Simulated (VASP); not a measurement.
MgS: single point with LDA

Crystal: MgS.

```
CELL_PARAMETERS angstrom
0.00000 2.79695 2.79695
2.79695 0.00000 2.79695
2.79695 2.79695 0.00000
ATOMIC_POSITIONS crystal
Mg 0.00000 0.00000 0.00000
S 0.25000 0.25000 0.25000
```

```yaml
Program: VASP 6.6.1
Task: single point
Functional: LDA
Potentials_or_basis: VASP PAW LDA potentials, release 64 (Mg, S)
Cutoff: 600 eV
k_mesh: 8 × 8 × 8
Occupations: gaussian, width 0.02 eV
Spin: no spin polarisation
```

- Pressure: -0.3 GPa
- Band gap on the k mesh: 3.38 eV

Levels at points of the mesh, in eV from the valence-band top:
| k point | band 1 | band 2 | band 3 | band 4 | band 5 | band 6 | band 7 | band 8 | band 9 |
| --- | --- | --- | --- | --- | --- | --- | --- | --- | --- |
| (0.00, 0.00, 0.00) | -11.36 | 0.00 | 0.00 | 0.00 | 3.38 | 7.86 | 7.86 | 7.86 | 10.82 |
| (0.50, 0.00, 0.00) | -10.60 | -3.34 | -0.35 | -0.35 | 5.00 | 7.51 | 7.51 | 8.54 | 12.84 |
| (0.50, 0.50, 0.00) | -10.36 | -2.99 | -1.10 | -1.10 | 3.63 | 5.48 | 11.24 | 12.30 | 12.30 |

It took 12 s on 1 thread of Intel(R) Xeon(R) Platinum 8259CL CPU @ 2.50GHz (Skylake/Cascade Lake), with other jobs on the host, peak memory 0.16 GiB.

A k mesh can miss the band edges.
